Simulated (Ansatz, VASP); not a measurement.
**ZnRe in VASP and in Ansatz**

INCAR

```
PREC = Accurate
ENCUT = 600
EDIFF = 1E-6
ISMEAR = 0
SIGMA = 0.1
LREAL = False
LASPH = True
NELM = 100
ALGO = Normal
ISIF = 3
LWAVE = False
LCHARG = False
GGA = PE
IBRION = 2
NSW = 90
EDIFFG = -0.04
```

The input KPOINTS:

```
Automatic mesh
0
Gamma
  6 6 6
```

The input POSCAR:

```
ZnRe
1.0
    3.1008965354      0.0000000000      0.0000000000
    0.0000000000      3.1008965354      0.0000000000
    0.0000000000      0.0000000000      3.1008965354
Zn Re
1 1
Direct
    0.0000000000      0.0000000000      0.0000000000
    0.5000000000      0.5000000000      0.5000000000
```

Input for Ansatz:

```yaml
crystal:
  lattice:
    - [3.1008965354, 0.0, 0.0]
    - [0.0, 3.1008965354, 0.0]
    - [0.0, 0.0, 3.1008965354]
  atoms:
    - { symbol: Zn, position: [0.0, 0.0, 0.0] }
    - { symbol: Re, position: [0.5, 0.5, 0.5] }
basis:
  ecutwfc: 420
kpoints:
  mp_grid: { grid: [6, 6, 6] }
hamiltonian:
  xc: pbe
scf:
  occupations: { method: gaussian, width: 0.1 }
  lower_state_search: "off"
output:
  forces: true
  stress: true
  eigenvalues: true
relax:
  adjacent_minimum: "off"
  f_tol: 0.04
  max_steps: 70
  cell: { stress_tol: 0.4 }
```

Alike in both runs: task relaxation of cell and atoms; functional PBE; k mesh 6 × 6 × 6; occupations gaussian, width 0.1 eV; no spin polarisation.

|  | VASP | Ansatz |
| --- | --- | --- |
| version | VASP 6.6.1 | Ansatz 0.2.0 |
| potentials or method | VASP PAW PBE potentials, release 64 (Zn, Re), cutoff 600 eV | scalar-relativistic, plane waves, PAW |
| valence electrons in the cell | 19 | 27 |

```tsv
	VASP	Ansatz	Ansatz less VASP
gap on the k mesh at the Fermi level, each at its own relaxed structure (eV)	none	none	-
relaxed volume (Å³/atom)	14.16	14.10	-0.057
relaxed cell length with the largest relative difference (Å)	3.048	3.044	-0.0041
```

A gap of «none» marks a metal or a gap that the smearing closes. VASP's potentials hold 19 valence electrons a cell and Ansatz's 27, so a difference there can come from the potentials and not from the codes.

Neither program's run includes spin-orbit coupling.
